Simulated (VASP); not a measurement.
Runs of VASP 6.6.1 on CdF2. The structure is that of space group Fm-3m (No. 225), or close to it. The cells are those of the table. 

| cell | gap on the mesh (eV) | pressure (GPa) |
| --- | --- | --- |
| a = 3.800, b = 3.819, c = 3.810 Å, angles 59.8, 60.2, 60.0°, 3 atoms | (a) | 6.2 |
| a = 3.791, b = 3.829, c = 3.810 Å, angles 59.5, 60.5, 60.0°, 3 atoms | 3.05 | 6.2 |
| a = 3.848, b = 3.772, c = 3.811 Å, angles 61.0, 59.0, 60.0°, 3 atoms | 3.02 | 6.2 |
| a = 3.781, b = 3.839, c = 3.810 Å, angles 59.3, 60.7, 60.0°, 3 atoms | 3.04 | 6.2 |

Alike in all rows: task single point; level PBE; potentials or basis VASP PAW PBE potentials, release 64 (Cd, F); no spin polarisation; k mesh 8 × 8 × 8; cutoff (eV) 520; smearing gaussian 0.05 eV.

Task: Fill in the values left out.

Result: (a) 3.06.

Caveats: the cell stands under pressure.

A k mesh can miss the band edges, and the runs leave out spin-orbit coupling on Cd.
